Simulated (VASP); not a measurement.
Ti2GaS3, 6 atoms in the cell. It takes space group P-6m2 (No. 187, hexagonal). Conventional cell: a = 3.312 Å, b = 3.312 Å, c = 10.932 Å, α = 90.00°, β = 90.00°, γ = 120.00°. Within 3.4 Å of Ti (site symmetry 3m) lie 6 S at 2.42 to 2.52 Å and 7 Ti at 3.29 to 3.31 Å. Within 4.0 Å of Ga (site symmetry -6m2) lie 6 S at 3.02 Å and 6 Ga at 3.31 Å and 2 Ti at 3.82 Å. Within 3.4 Å of S (site symmetry 3m) lie 3 Ti at 2.42 Å and 3 Ga at 3.02 Å and 7 S at 3.13 to 3.31 Å. S (site symmetry -6m2) has 6 Ti at 2.52 Å and 8 S at 3.13 to 3.31 Å within 3.4 Å. 

| Property | Result |
| --- | --- |
| Program | VASP 6.6.1 |
| Task | relaxation of cell and atoms |
| Functional | PBE |
| Potentials or basis | VASP PAW PBE potentials, release 64 (Ti_sv, Ga_d, S) |
| Cutoff | 600 eV |
| k mesh | 12 × 12 × 4 |
| Occupations | gaussian, width 0.1 eV |
| Spin | no spin polarisation |
| Dipole correction | no |
| Further INCAR settings | ALGO = Normal; EDIFF = 1e-07; IBRION = 2; EDIFFG = -0.01; NSW = 100; ISIF = 3 |

Potentials or basis: VASP PAW PBE potentials, release 64 (Ti_sv, Ga_d, S).

Run with:

```bash
$ cat potpaw_PBE.64/Ti_sv/POTCAR potpaw_PBE.64/Ga_d/POTCAR potpaw_PBE.64/S/POTCAR > POTCAR
$ mpirun -np 1 vasp_std > vasp.out
```

Hardware: 1 thread of AMD EPYC 9R45 (Zen 5) (shared host).

Q: Estimate the wall time of this run.

A: Wall time 16 min on 1 thread of AMD EPYC 9R45 (Zen 5) (shared host), peak memory 0.38 GiB. Counts: scf iterations 85, k points 57, ion steps 9.
